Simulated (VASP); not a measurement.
The system is Te, in a box.

```
Te
1.0
    10.50000    0.00000    0.00000
     0.00000   11.00000    0.00000
     0.00000    0.00000   11.50000
Te
1
Cartesian
  5.2500 5.5500 5.7500
```

Base run:

| Property | Result |
| --- | --- |
| Program | VASP 6.6.1 |
| Functional | revPBE |
| Dispersion | D3(BJ) |
| Potentials or basis | VASP PAW PBE potentials, release 64 (Te) |
| Cutoff | 400 eV |
| k mesh | 1 × 1 × 1 |
| Occupations | gaussian, width 0.005 eV |
| Spin | collinear spin |
| Starting moments | [2.0] μB |

Its results: gap between the frontier levels 0.33 eV; net moment 2.00 μB per cell; site moments Te +0.96 μB.

Problem. The run is repeated on the same cell with these changes: functional from revPBE to PBE. What comes out?

Solution. Gap between the frontier levels 0.23 eV; net moment 2.00 μB per cell; site moments Te +0.95 μB.

Caveats: spin-orbit coupling is left out, which moves the levels of the heavy elements.

